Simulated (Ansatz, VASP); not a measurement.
# BeTe in VASP and in Ansatz

```
Te Be
1.0
     0.00000    2.77000    2.77000
     2.77000    0.00000    2.77000
     2.77000    2.77000    0.00000
Te Be
1 1
Direct
  0.75000 0.75000 0.75000
  0.00000 0.00000 0.00000
```

Alike in both runs: task single point; functional PBE; k mesh 8 × 8 × 8; occupations gaussian, width 0.026 eV; no spin polarisation.

|  | VASP | Ansatz |
| --- | --- | --- |
| version | VASP 6.6.1 | Ansatz 0.2.0 |
| potentials or method | VASP PAW PBE potentials, release 64 (Te, Be), cutoff 600 eV | all-electron LAPW, scalar-relativistic |

VASP gave:

| Item | Value |
| --- | --- |
| gap on the k mesh at the Fermi level (eV) | 1.85 |
| least direct gap on the mesh (eV) | 3.56 |
| pressure (GPa) | 4.5 |

Estimate Ansatz's values.

gap on the k mesh at the Fermi level (eV): 1.86; least direct gap on the mesh (eV): 3.59; pressure (GPa): 4.3.

Ansatz ran all-electron here, and VASP with PAW potentials.

Spin-orbit coupling is off throughout.
